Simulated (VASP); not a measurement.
# KBr (Fm-3m) in VASP: further runs

Runs on KBr. Level: PBE. Tasks: single point.

Program: VASP 6.6.1. These are calculated values, not measurements. Logs are shortened: lines on timing, memory, paths and dates and some standing lists are left out, and cuts for length are marked.

## (1) The cell of the first run

It takes space group Fm-3m (No. 225, cubic). The conventional cell has a = 6.700 Å, b = 6.700 Å, c = 6.700 Å, α = 90.00°, β = 90.00°, γ = 90.00°. K (site symmetry m-3m) has 6 Br at 3.35 Å within 4.4 Å. Within 4.4 Å of Br (site symmetry m-3m) lie 6 K at 3.35 Å.

## (2) Single point, PBE

Contents of INCAR:

```
SYSTEM = KBr
ALGO = Normal ; EDIFF = 1E-6
ENCUT = 520 ; GGA = PE
ISIF = 2 ; ISMEAR = 0
LASPH = .TRUE. ; LCHARG = .FALSE.
LREAL = .FALSE. ; LWAVE = .FALSE.
NBANDS = 15 ; NELM = 100
PREC = Accurate ; SIGMA = 0.05
```

Contents of KPOINTS:

```
k-points
0
G
  6 6 6
  0 0 0
```

Contents of POSCAR:

```
KBr
1.0
    0.0000000000      3.3497787290      3.3497787290
    3.3497787290      0.0000000000      3.3497787290
    3.3497787290      3.3497787290      0.0000000000
K Br
1 1
Direct
    0.0000000000      0.0000000000      0.0000000000
    0.5000000000      0.5000000000      0.5000000000
```

Potentials or basis: VASP PAW PBE potentials, release 64 (K_sv, Br).

Launch:

```
cat potpaw_PBE.64/K_sv/POTCAR potpaw_PBE.64/Br/POTCAR > POTCAR
mpirun -np 1 vasp_std > vasp.out
```

OUTCAR:

```text
SYSTEM = KBr
   EDIFF = 1E-6
   ENCUT = 520
   GGA = PE
   ISIF = 2
   ISMEAR = 0
   LASPH = .TRUE.
   LREAL = .FALSE.
   NELM = 100
   PREC = Accurate

 ion  position               nearest neighbor table
   1  0.000  0.000  0.000-
   2  0.500  0.500  0.500-

  LATTYP: Found a face centered cubic cell.
 ALAT       =     6.6995574580

  Lattice vectors:

 A1 = (   0.0000000000,   3.3497787290,   3.3497787290)
 A2 = (   3.3497787290,   0.0000000000,   3.3497787290)
 A3 = (   3.3497787290,   3.3497787290,   0.0000000000)

Analysis of symmetry for initial positions (statically):
=====================================================================
 Subroutine PRICEL returns:
 Original cell was already a primitive cell.

 Routine SETGRP: Setting up the symmetry group for a
 face centered cubic supercell.

 Subroutine GETGRP returns: Found 48 space group operations
 (whereof 48 operations were pure point group operations)
 out of a pool of 48 trial point group operations.

The static configuration has the point symmetry O_h .

Analysis of symmetry for dynamics (positions and initial velocities):
=====================================================================
 Subroutine PRICEL returns:
 Original cell was already a primitive cell.

 Routine SETGRP: Setting up the symmetry group for a
 face centered cubic supercell.

 Subroutine GETGRP returns: Found 48 space group operations
 (whereof 48 operations were pure point group operations)
 out of a pool of 48 trial point group operations.

The dynamic configuration has the point symmetry O_h .

 Subroutine INISYM returns: Found 48 space group operations
 (whereof 48 operations are pure point group operations),
 and found     1 'primitive' translations

----------------------------------------------------------------------------------------

                                     Primitive cell

  volume of cell :      75.1759

  direct lattice vectors                    reciprocal lattice vectors
     0.000000000  3.349778729  3.349778729    -0.149263590  0.149263590  0.149263590
     3.349778729  0.000000000  3.349778729     0.149263590 -0.149263590  0.149263590
     3.349778729  3.349778729  0.000000000     0.149263590  0.149263590 -0.149263590

  length of vectors
     4.737302510  4.737302510  4.737302510     0.258532122  0.258532122  0.258532122

  position of ions in fractional coordinates (direct lattice)
     0.000000000  0.000000000  0.000000000
     0.500000000  0.500000000  0.500000000

  ion indices of the primitive-cell ions
   primitive index   ion index
                 1           1
                 2           2

----------------------------------------------------------------------------------------

 KPOINTS: k-points

Automatic generation of k-mesh.
 Grid dimensions read from file:
 generate k-points for:    6    6    6

 Generating k-lattice:

  Cartesian coordinates                     Fractional coordinates (reciprocal lattice)
    -0.024877265  0.024877265  0.024877265     0.166666667  0.000000000  0.000000000
     0.024877265 -0.024877265  0.024877265     0.000000000  0.166666667  0.000000000
     0.024877265  0.024877265 -0.024877265     0.000000000  0.000000000  0.166666667

  Length of vectors
     0.043088687  0.043088687  0.043088687

  Shift w.r.t. Gamma in fractional coordinates (k-lattice)
     0.000000000  0.000000000  0.000000000

 Subroutine IBZKPT returns following result:
 ===========================================

 Found     16 irreducible k-points:

 Following reciprocal coordinates:
            Coordinates               Weight
  0.000000  0.000000  0.000000      1.000000
  0.166667  0.000000  0.000000      8.000000
  0.333333  0.000000  0.000000      8.000000
  0.500000  0.000000  0.000000      4.000000
  0.166667  0.166667  0.000000      6.000000
  0.333333  0.166667  0.000000     24.000000
[... 8 lines left out ...]
 -0.333333  0.333333  0.166667     24.000000
 -0.333333  0.500000  0.166667     12.000000
   k-points           NKPTS =     16   k-points in BZ     NKDIM =     16   number of bands    NBANDS=     15
   number of dos      NEDOS =    301   number of ions     NIONS =      2
   total plane-waves  NPLWV =  46656
   dimension x,y,z NGX =    36 NGY =   36 NGZ =   36
   dimension x,y,z NGXF=    72 NGYF=   72 NGZF=   72
   ions per type =               1   1
   NGX,Y,Z   is equivalent  to a cutoff of  12.63, 12.63, 12.63 a.u.
   NGXF,Y,Z  is equivalent  to a cutoff of  25.27, 25.27, 25.27 a.u.
 SYSTEM =  KBr
   PREC   = accura    normal or accurate (medium, high low for compatibility)
   ISTART =      0    job   : 0-new  1-cont  2-samecut
   ICHARG =      2    charge: 1-file 2-atom 10-const
   ISPIN  =      1    spin polarized calculation?
   LNONCOLLINEAR =      F non collinear calculations
   LSORBIT =      F    spin-orbit coupling
   LASPH  =      T    aspherical Exc in radial PAW
   ENCUT  =  520.0 eV  38.22 Ry    6.18 a.u.   8.81  8.81  8.81*2*pi/ulx,y,z
   NELM   =    100;   NELMIN=  2; NELMDL= -5     # of ELM steps
   EDIFF  = 0.1E-05   stopping-criterion for ELM
   LREAL  =      F    real-space projection
   EDIFFG = 0.1E-04   stopping-criterion for IOM
   NSW    =      0    number of steps for IOM
   IBRION =     -1    ionic relax: 0-MD 1-quasi-New 2-CG
   NFREE  =      0    steps in history (QN), initial steepest desc. (CG)
   ISIF   =      2    stress and relaxation
   ISYM   =      2    0-nonsym 1-usesym 2-fastsym
   POTIM  = 0.5000    time-step for ionic-motion
   TEBEG  =    0.0;   TEEND  =   0.0 temperature during run
   PSTRESS=    0.0 pullay stress
   NELECT =      16.0000    total number of electrons
   NUPDOWN=      -1.0000    fix difference up-down
   EMIN   =  10.00;   EMAX   =-10.00  energy-range for DOS
   EFERMI =   0.00;   METHOD = LEGACY
   ISMEAR =     0;   SIGMA  =   0.05  broadening in eV -4-tet -1-fermi 0-gaus
   EFERMI_NEDOS =   21; number of points for ismear=-14 and -15
   IALGO  =     38    algorithm
   IMIX   =      4    mixing-type and parameters
     AMIX     =   0.40;   BMIX     =  1.00
     AMIX_MAG =   1.60;   BMIX_MAG =  1.00
  volume/ion in A,a.u.               =      37.59       253.66
  Fermi-wavevector in a.u.,A,eV,Ry     =   0.977437  1.847088 12.998772  0.955383
  Thomas-Fermi vector in A             =   2.108134
   LORBIT       =      0    0 simple, 1 ext, 2 COOP (PROOUT), +10 PAW based schemes
   GGA     = PE    functional components
   LHFCALC =     F    Hartree Fock is set to
   AEXX    =    0.0000 exact exchange contribution
   IVDW    =     0    specifies the selected vdW correction
   LEPSILON=     F    determine dielectric tensor
   LRPA    =     F    only Hartree local field effects (RPA)
 non-spin polarized calculation
 Gauss-broadening in eV      SIGMA  =   0.05
  energy-cutoff  :      520.00
  volume of cell :       75.18
 maximum number of plane-waves:      2085
   NGX = 17   NGY = 17   NGZ = 17

 number of electron      16.0000000 magnetization

 Free energy of the ion-electron system (eV)
  ---------------------------------------------------
  ext. energy  EPLUGINS =         0.00000000
  ---------------------------------------------------
  free energy    TOTEN  =        -6.22353470 eV

  energy without entropy =       -6.22353470  energy(sigma->0) =       -6.22353470

 E-fermi :  -1.6641     XC(G=0):  -7.1930

 val. band max:       -1.9127070957   @ k =   0.0000   0.0000   0.0000
 cond. band min:       2.4036929058   @ k =   0.0000   0.0000   0.0000
 fundamental gap:      4.3164000015
 Fermi energy:        -1.6640692658

 k-point     1 :       0.0000    0.0000    0.0000
  band No.  band energies     occupation
      1     -29.7926      2.00000
      2     -14.1525      2.00000
      3     -13.2664      2.00000
      4     -13.2664      2.00000
      5     -13.2664      2.00000
      6      -1.9127      2.00000
      7      -1.9127      2.00000
      8      -1.9127      2.00000
      9       2.4037      0.00000
     10       5.6781      0.00000
     11       5.6781      0.00000
     12       5.6781      0.00000
     13       6.4737      0.00000
     14       6.4737      0.00000
     15       9.5700      0.00000

 k-point     2 :       0.1667    0.0000    0.0000
  band No.  band energies     occupation
      1     -29.7915      2.00000
      2     -14.2016      2.00000
      3     -13.2676      2.00000
      4     -13.2676      2.00000
      5     -13.2022      2.00000
      6      -2.2504      2.00000
      7      -1.9915      2.00000
      8      -1.9915      2.00000
      9       3.0322      0.00000
     10       5.5292      0.00000
     11       5.9883      0.00000
     12       5.9883      0.00000
     13       6.8053      0.00000
     14       6.8053      0.00000
     15      10.4046      0.00000

 k-point     3 :       0.3333    0.0000    0.0000
  band No.  band energies     occupation
      1     -29.7893      2.00000
      2     -14.2845      2.00000
      3     -13.2700      2.00000
      4     -13.2700      2.00000
      5     -13.0885      2.00000
      6      -2.7821      2.00000
      7      -2.1403      2.00000
      8      -2.1403      2.00000
      9       4.1485      0.00000
     10       5.7011      0.00000
     11       6.8163      0.00000
     12       6.8163      0.00000
     13       7.6422      0.00000
     14       7.6422      0.00000
     15       9.3323      0.00000

 k-point     4 :       0.5000    0.0000    0.0000
  band No.  band energies     occupation
      1     -29.7882      2.00000
      2     -14.3208      2.00000
      3     -13.2713      2.00000
      4     -13.2713      2.00000
      5     -13.0366      2.00000
      6      -3.0053      2.00000
      7      -2.2107      2.00000
      8      -2.2107      2.00000
      9       4.5806      0.00000
     10       6.1506      0.00000
     11       7.7264      0.00000
     12       7.7264      0.00000
     13       8.0193      0.00000
     14       8.0193      0.00000
     15       8.7253      0.00000
[... 163 lines left out ...]
 k-point    14 :       0.5000    0.3333    0.1667
  band No.  band energies     occupation
      1     -29.7879      2.00000
      2     -14.2142      2.00000
      3     -13.2988      2.00000
      4     -13.2840      2.00000
      5     -13.1500      2.00000
      6      -2.7155      2.00000
      7      -2.2629      2.00000
      8      -2.2255      2.00000
      9       4.9168      0.00000
     10       4.9777      0.00000
     11       6.8300      0.00000
     12       7.6821      0.00000
     13       7.7059      0.00000
     14       7.8629      0.00000
     15       8.8681      0.00000

 k-point    15 :      -0.3333    0.3333    0.1667
  band No.  band energies     occupation
      1     -29.7872      2.00000
      2     -14.2038      2.00000
      3     -13.3067      2.00000
      4     -13.2957      2.00000
      5     -13.1469      2.00000
      6      -2.6816      2.00000
      7      -2.4047      2.00000
      8      -2.2756      2.00000
      9       5.2185      0.00000
     10       5.6030      0.00000
     11       6.4505      0.00000
     12       7.0849      0.00000
     13       8.2760      0.00000
     14       8.5531      0.00000
     15       8.9043      0.00000

 k-point    16 :      -0.3333    0.5000    0.1667
  band No.  band energies     occupation
      1     -29.7869      2.00000
      2     -14.1364      2.00000
      3     -13.3297      2.00000
      4     -13.3073      2.00000
      5     -13.2047      2.00000
      6      -2.5780      2.00000
      7      -2.3510      2.00000
      8      -2.3334      2.00000
      9       4.6808      0.00000
     10       5.8262      0.00000
     11       6.2640      0.00000
     12       7.1531      0.00000
     13       7.9559      0.00000
     14       8.7276      0.00000
     15       9.1817      0.00000

------------------------ aborting loop because EDIFF is reached ----------------------------------------

  FORCE on cell =-STRESS in cart. coord.  units (eV):
  Direction    XX          YY          ZZ          XY          YZ          ZX
  --------------------------------------------------------------------------------------
  -------------------------------------------------------------------------------------
  Total        0.0315470      0.0315470      0.0315470      0.0000000      0.0000000      0.0000000
  in kB        0.6723419      0.6723419      0.6723419      0.0000000      0.0000000      0.0000000
  external PRESSURE =       0.6723419 kB  Pullay stress =       0.0000000 kB

 VOLUME and BASIS-vectors are now :
 -----------------------------------------------------------------------------
  energy-cutoff  :      520.00
  volume of cell :       75.18
      direct lattice vectors                 reciprocal lattice vectors
     0.000000000  3.349778729  3.349778729    -0.149263590  0.149263590  0.149263590
     3.349778729  0.000000000  3.349778729     0.149263590 -0.149263590  0.149263590
     3.349778729  3.349778729  0.000000000     0.149263590  0.149263590 -0.149263590

 POSITION                                       TOTAL-FORCE (eV/Angst)
 -----------------------------------------------------------------------------------
      0.00000      0.00000      0.00000         0.000000     -0.000000      0.000000
      3.34978      3.34978      3.34978        -0.000000      0.000000     -0.000000
 -----------------------------------------------------------------------------------
    total drift:                                0.000000      0.000000      0.000000

  FREE ENERGIE OF THE ION-ELECTRON SYSTEM (eV)
  ---------------------------------------------------
  free  energy   TOTEN  =        -6.2235346999 eV

  energy  without entropy=       -6.2235346999  energy(sigma->0) =       -6.22353470
```

It took 16 s on 1 thread of AMD EPYC 7R13 (Zen 3), shared host; peak memory 0.18 GiB.

What came out:

```
Free energy            : -6.2235 eV
Pressure               : 0.1 GPa
Band gap on the k mesh : 4.32 eV
```

Levels at points of the mesh, in eV from the valence-band top:
```tsv
k point	band 4	band 5	band 6	band 7	band 8	band 9	band 10	band 11	band 12	band 13
(0.00, 0.00, 0.00)	-11.35	-11.35	0.00	0.00	0.00	4.32	7.59	7.59	7.59	8.39
(0.50, 0.00, 0.00)	-11.36	-11.12	-1.09	-0.30	-0.30	6.49	8.06	9.64	9.64	9.93
(0.50, 0.50, 0.00)	-11.38	-11.38	-0.77	-0.27	-0.27	5.91	7.03	9.26	9.29	9.51
```

## (3) Single point, PBE

This run uses another cell than the first one: it holds 4 atoms, not 2.

Contents of INCAR:

```
PREC = Accurate
ENCUT = 520
EDIFF = 1E-7
ISMEAR = 0
SIGMA = 0.05
LREAL = F
LASPH = T
NELM = 100
ALGO = Normal
ISIF = 2
LWAVE = F
LCHARG = F
GGA = PE
NBANDS = 24
```

Contents of KPOINTS:

```
regular mesh
0
Gamma
  6 6 4
```

Contents of POSCAR:

```
KBr
1.0
    0.0000000000     -3.3497787290     -3.3497787290
    0.0000000000      3.3497787290     -3.3497787290
    6.6995574579      0.0000000000      0.0000000000
K Br
2 2
Direct
    0.5000000000      0.5000000000      0.5000000000
    0.0000000000      1.0000000000      0.0000000000
    0.5000000000      0.5000000000      0.0000000000
    0.0000000000      0.0000000000      0.5000000000
```

Potentials or basis: VASP PAW PBE potentials, release 64 (K_sv, Br).

Launch:

```
cat potpaw_PBE.64/K_sv/POTCAR potpaw_PBE.64/Br/POTCAR > POTCAR
mpirun -np 1 vasp_std > vasp.out
```

Run time: 86 s. Hardware: 1 thread of AMD EPYC 7R13 (Zen 3), shared host; peak memory 0.25 GiB.

The run converged. Its results:

| Property | Result |
| --- | --- |
| Free energy | -12.4471 eV |
| Pressure | 0.1 GPa |
| Band gap on the k mesh | 4.32 eV |

Levels at points of the mesh, in eV from the valence-band top:
| k point | band 14 | band 15 | band 16 | band 17 | band 18 | band 19 |
| --- | --- | --- | --- | --- | --- | --- |
| (0.00, 0.00, 0.00) | 0.00 | 0.00 | 0.00 | 4.32 | 5.91 | 7.03 |
| (0.50, 0.00, 0.00) | -0.38 | -0.29 | -0.29 | 6.73 | 6.73 | 7.41 |
| (0.50, 0.50, 0.00) | -0.27 | -0.27 | -0.27 | 5.91 | 5.91 | 7.03 |
| (0.00, 0.00, 0.50) | -0.15 | -0.15 | -0.15 | 5.74 | 5.74 | 6.55 |
| (0.50, 0.00, 0.50) | -0.30 | -0.30 | -0.30 | 6.49 | 6.49 | 8.06 |
| (0.50, 0.50, 0.50) | -0.55 | -0.49 | -0.49 | 7.33 | 7.33 | 7.33 |

## (4) Single point, PBE

This run uses another cell than the first one: it holds 8 atoms, not 2.

Contents of INCAR:

```
SYSTEM = KBr
PREC     = Accurate       ! precision mode
ENCUT    = 520            ! plane-wave cutoff, eV
EDIFF    = 1E-6           ! SCF threshold, eV
ISMEAR   = 0              ! smearing method
SIGMA    = 0.05           ! smearing width, eV
LREAL    = .False.        ! projectors in reciprocal space
LASPH    = .True.         ! aspherical terms in the spheres
NELM     = 100            ! most SCF steps
ALGO     = Normal         ! electronic algorithm
ISIF     = 2              ! what is computed and relaxed
LWAVE    = .False.        ! write WAVECAR
LCHARG   = .False.        ! write CHGCAR
GGA      = PE             ! functional
NBANDS   = 42             ! bands
```

Contents of KPOINTS:

```
Automatic mesh
0
Gamma
  4 4 4
  0 0 0
```

Contents of POSCAR:

```
KBr
1.0
    6.6995574579      0.0000000000      0.0000000000
    0.0000000000     -6.6995574579      0.0000000000
    0.0000000000      0.0000000000     -6.6995574579
K Br
4 4
Direct
    0.0000000000      1.0000000000      1.0000000000
    0.5000000000      0.5000000000      1.0000000000
    0.5000000000      1.0000000000      0.5000000000
    0.0000000000      0.5000000000      0.5000000000
    0.5000000000      0.0000000000      0.0000000000
    0.0000000000      0.5000000000      0.0000000000
    0.0000000000      0.0000000000      0.5000000000
    0.5000000000      0.5000000000      0.5000000000
```

Launch:

```
cat potpaw_PBE.64/K_sv/POTCAR potpaw_PBE.64/Br/POTCAR > POTCAR
mpirun -np 1 vasp_std > vasp.out
```

Run time: 1.8 min. Hardware: 1 thread of AMD EPYC 7R13 (Zen 3), shared host; peak memory 0.35 GiB.

Results (log left out):

```
Free energy            : -24.8942 eV
Pressure               : 0.1 GPa
Band gap on the k mesh : 4.32 eV
```

Levels at points of the mesh, in eV from the valence-band top:
```tsv
k point	band 29	band 30	band 31	band 32	band 33	band 34	band 35	band 36
(0.00, 0.00, 0.00)	-0.27	0.00	0.00	0.00	4.32	5.91	5.91	5.91
(0.50, 0.00, 0.00)	-0.15	-0.15	-0.15	-0.15	5.74	5.74	6.55	6.55
(0.50, 0.50, 0.00)	-0.29	-0.29	-0.29	-0.29	6.73	6.73	6.73	6.73
(0.50, 0.50, 0.50)	-0.30	-0.30	-0.30	-0.30	6.49	6.49	6.49	6.49
```

A k mesh can miss the band edges.

## (5) Overview

| cell | k mesh | gap on the mesh (eV) | pressure (GPa) |
| --- | --- | --- | --- |
| a = 4.737 Å, angles 60.0°, 2 atoms, atomic positions A | 6 × 6 × 6 | 4.32 | 0.1 |
| a = 4.737, b = 4.737, c = 6.700 Å, 4 atoms, atomic positions B | 6 × 6 × 4 | 4.32 | 0.1 |
| a = 6.700 Å, 8 atoms, atomic positions C | 4 × 4 × 4 | 4.32 | 0.1 |

Alike in all rows: task single point; level PBE; potentials or basis VASP PAW PBE potentials, release 64 (K_sv, Br); no spin polarisation; cutoff (eV) 520; smearing gaussian 0.05 eV.

Absolute energies hang on the potentials; compare differences alone.
